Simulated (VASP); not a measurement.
**NaCl: single point with PBEsol**

NaCl:

```
Na Cl
1.0
     0.00000    2.80095    2.80095
     2.80095    0.00000    2.80095
     2.80095    2.80095    0.00000
Na Cl
1 1
Direct
  0.00000 0.00000 0.00000
  0.50000 0.50000 0.50000
```

```json
{"Program": "VASP 6.6.1", "Task": "single point", "Functional": "PBEsol", "Potentials or basis": "VASP PAW PBE potentials, release 64 (Na_pv, Cl)", "Cutoff": "520 eV", "k mesh": "8 × 8 × 8", "Occupations": "gaussian, width 0.01 eV", "Spin": "no spin polarisation", "Dipole correction": "no", "Further INCAR settings": "ALGO = Normal; EDIFF = 1e-07; NBANDS = 14"}
```

```json
{
  "Pressure": "0.0 GPa",
  "Band gap on the k mesh": "5.01 eV"
}
```

Levels at points of the mesh, in eV from the valence-band top:
```
           k point  band 5  band 6  band 7  band 8  band 9  band 10
(0.00, 0.00, 0.00)    0.00    0.00    0.00    5.01   11.02    11.02
(0.50, 0.00, 0.00)   -2.03   -0.28   -0.28    7.11   10.66    10.91
(0.50, 0.50, 0.00)   -1.76   -0.63   -0.63    7.49    7.87    11.27
```

Wall time 18 s on 1 thread of Intel(R) Xeon(R) Platinum 8488C (Sapphire Rapids), with other jobs on the host, peak memory 0.16 GiB.

Caveat: the PAW data sets were made with another functional, which shifts forces and pressure a little.
